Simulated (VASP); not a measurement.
**C: single point with r2SCAN**

The system is C, a slab with vacuum.

```
C
1.0
     2.45596    0.00000    0.00000
    -1.22798    2.12692    0.00000
     0.00000    0.00000    8.52385
C
2
Direct
  0.33333 0.66667 0.00000
  0.66667 0.33333 0.00000
```

- Program: VASP 6.6.1
- Task: single point
- Functional: r2SCAN
- Potentials or basis: VASP PAW PBE potentials, release 64 (C)
- Cutoff: 520 eV
- k mesh: 18 × 18 × 4
- Occupations: gaussian, width 0.15 eV
- Spin: no spin polarisation
- Dipole correction: no
- Further INCAR settings: ALGO = Normal; EDIFF = 1e-06; NBANDS = 11

```json
{
 "Band gap on the k mesh": "zero (filled and empty bands touch)"
}
```

Levels at points of the mesh, in eV from the Fermi level:
```tsv
k point	band 1	band 2	band 3	band 4	band 5	band 6	band 7	band 8	band 9
(0.00, 0.00, 0.00)	-20.87	-8.15	-3.24	-3.24	3.38	5.82	7.32	8.71	8.71
(0.50, 0.00, 0.00)	-15.34	-14.11	-6.85	-2.54	1.81	7.76	11.48	11.57	13.28
(0.00, 0.00, 0.50)	-20.87	-8.15	-3.24	-3.24	4.13	4.19	8.71	8.71	9.48
(0.50, 0.00, 0.50)	-15.34	-14.11	-6.85	-2.54	1.81	7.76	12.07	12.20	12.22
```

Run time: 4 min on 1 thread of Intel Xeon 8259CL (shared host), peak memory 0.18 GiB.
